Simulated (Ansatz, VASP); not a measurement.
# Two plane-wave programs on GaN

```
Ga N
1.0
     3.12870    0.00000    0.00000
    -1.56435    2.70953    0.00000
     0.00000    0.00000    5.33680
Ga N
2 2
Direct
  0.33333 0.66667 0.00000
  0.66667 0.33333 0.50000
  0.33333 0.66667 0.37500
  0.66667 0.33333 0.87500
```

Alike in both runs: task single point; functional r2SCAN; k mesh 12 × 12 × 6; occupations gaussian, width 0.05 eV; no spin polarisation.

```csv
,VASP,Ansatz
version,VASP 6.6.1,Ansatz 0.2.0
potentials or method,"VASP PAW PBE potentials, release 64 (Ga_d, N), cutoff 520 eV","scalar-relativistic, plane waves, PAW"
valence electrons in the cell,36,36
```

VASP gave:

| Quantity | Value |
| --- | --- |
| gap on the k mesh at the Fermi level (eV) | 2.19 |
| least direct gap on the mesh (eV) | 2.19 |
| pressure (GPa) | 2.6 |
| traceless stress, the component that is largest in VASP (GPa) | -11.69 |
| rms of the force components (eV/Å) | 0.185 |

Question: Estimate Ansatz's values.

Answer: gap on the k mesh at the Fermi level (eV): 2.20; least direct gap on the mesh (eV): 2.20; pressure (GPa): 1.5; traceless stress, the component that is largest in VASP (GPa): -11.49; rms of the force components (eV/Å): 0.171.

VASP's potentials were made for PBE, not for r2SCAN. Atom by atom the forces differ by 0.013 eV/Å (rms over components).
